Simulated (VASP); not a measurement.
Wanted: the native input for a VASP 6.6.1 run.

```
Task                   : single point
Functional             : r2SCAN
Potentials or basis    : VASP PAW PBE potentials, release 64 (Tl_d)
Cutoff                 : 520 eV
k mesh                 : 22 × 22 × 22
Occupations            : gaussian, width 0.1 eV
Spin                   : no spin polarisation
Dipole correction      : no
Further INCAR settings : ALGO = Normal; EDIFF = 1e-06; NBANDS = 12
```

Crystal: Tl.

```
CELL_PARAMETERS angstrom
-1.70191 1.70191 2.57340
1.70191 -1.70191 2.57340
1.70191 1.70191 -2.57340
ATOMIC_POSITIONS crystal
Tl 0.00000 0.00000 0.00000
```

These files were run (other wordings do the same):

POSCAR

```
Tl
1.0
   -1.7019142120      1.7019142120      2.5733952936
    1.7019142120     -1.7019142120      2.5733952936
    1.7019142120      1.7019142120     -2.5733952936
Tl
1
Direct
    0.0000000000      0.0000000000      0.0000000000
```

INCAR.step1

```
PREC = Accurate
ENCUT = 520
ISMEAR = 0
SIGMA = 0.1
LREAL = F
LASPH = T
NELM = 80
NBANDS = 12
GGA = PE
ALGO = Normal
EDIFF = 1E-4
LWAVE = T
LCHARG = F
```

INCAR.step2

```
PREC = Accurate
ENCUT = 520
EDIFF = 1E-6
ISMEAR = 0
SIGMA = 0.1
LREAL = F
LASPH = T
NELM = 80
ALGO = Normal
ISIF = 2
LWAVE = F
LCHARG = T
METAGGA = R2SCAN
LMIXTAU = T
LELF = T
LVHAR = T
NBANDS = 12
ISTART = 1
```

KPOINTS

```
regular mesh
0
Gamma
  22 22 22
```

Potentials or basis: VASP PAW PBE potentials, release 64 (Tl_d).

Command:

```console
$ cat potpaw_PBE.64/Tl_d/POTCAR > POTCAR
$ cp INCAR.step1 INCAR
$ mpirun -np 1 vasp_std > vasp.out
$ cp INCAR.step2 INCAR
$ mpirun -np 1 vasp_std > vasp.out
```

Results of the run:

```json
{"Pressure": "-0.1 GPa", "Band gap on the k mesh": "zero (an odd number of electrons rules out a gap without spin polarisation)"}
```

Caveat: the PAW data sets were made with another functional, which shifts forces and pressure a little; spin-orbit coupling is left out, which moves the levels of the heavy elements.

It took 6.9 min on 1 thread of Intel(R) Xeon(R) 6975P-C (Granite Rapids), with other jobs on the host, peak memory 0.39 GiB.
